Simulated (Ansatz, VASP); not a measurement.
**One calculation of CaPt, two programs**

```
Ca Pt
1.0
     3.95636    0.14147    0.00000
    -0.14181    3.95634    0.00000
     0.00000    0.00000   23.80000
Ca Pt
1 1
Direct
  0.00000 0.00000 0.29412
  0.50000 0.50000 0.29412
```

Alike in both runs: functional PBE; k mesh 8 × 8 × 1; occupations gaussian, width 0.02 eV; no spin polarisation.

Ansatz relaxed the structure, and its values are those at the end. VASP's run is a single point on that final structure, the one shown.

|  | VASP | Ansatz |
| --- | --- | --- |
| version | VASP 6.6.1 | Ansatz 0.2.0 |
| potentials or method | VASP PAW PBE potentials, release 64 (Ca_sv, Pt), cutoff 520 eV | scalar-relativistic, plane waves, PAW |
| valence electrons in the cell | 20 | 28 |

```csv
,VASP,Ansatz,Ansatz less VASP
gap on the k mesh at the Fermi level (eV),0.74,0.74,+0.002
least direct gap on the mesh (eV),0.74,0.74,+0.002
```

With one functional, cell and mesh, what is left measures potentials, basis and numerics. VASP's potentials hold 20 valence electrons a cell and Ansatz's 28, so a difference there can come from the potentials and not from the codes.

Neither program's run includes spin-orbit coupling.
